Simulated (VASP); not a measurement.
Ta: single point with PBE

Ta:

```
Ta
1.0
    -1.45256    1.45256    2.07934
     1.45256   -1.45256    2.07934
     1.45256    1.45256   -2.07934
Ta
1
Direct
  0.00000 0.00000 0.00000
```

This isn't the form of Ta at room conditions, which is bcc.

```yaml
Program: VASP 6.6.1
Task: single point
Functional: PBE
Potentials_or_basis: VASP PAW PBE potentials, release 64 (Ta_pv)
Cutoff: 520 eV
k_mesh: 20 × 20 × 20
Occupations: gaussian, width 0.15 eV
Spin: no spin polarisation
```

```json
{
  "Pressure": "15.5 GPa",
  "Band gap on the k mesh": "zero (an odd number of electrons rules out a gap without spin polarisation)"
}
```

Stress tensor (GPa, compression positive):
```
14.82  0.00  0.00
 0.00 14.82  0.00
 0.00  0.00 16.80
```

Levels at points of the mesh, in eV from the Fermi level:
```tsv
k point	band 1	band 2	band 3	band 4	band 5	band 6	band 7	band 8	band 9	band 10
(0.00, 0.00, 0.00)	-33.38	-33.38	-33.38	-8.42	0.30	0.47	0.47	3.58	3.82	12.66
(0.50, 0.00, 0.00)	-34.65	-33.56	-33.54	-4.91	0.07	0.25	0.92	6.22	6.32	11.00
(0.50, 0.50, 0.00)	-34.57	-33.86	-33.83	-4.79	-3.70	3.38	6.25	6.94	7.13	11.54
(0.50, 0.50, 0.50)	-34.56	-33.82	-33.82	-4.80	-3.68	3.15	6.28	7.04	7.04	11.81
```

Wall time 79 s on 1 thread of Intel Xeon 8259CL (shared host), peak memory 0.26 GiB.

Caveat: the cell stands under pressure; spin-orbit coupling is left out, which moves the levels of the heavy elements.
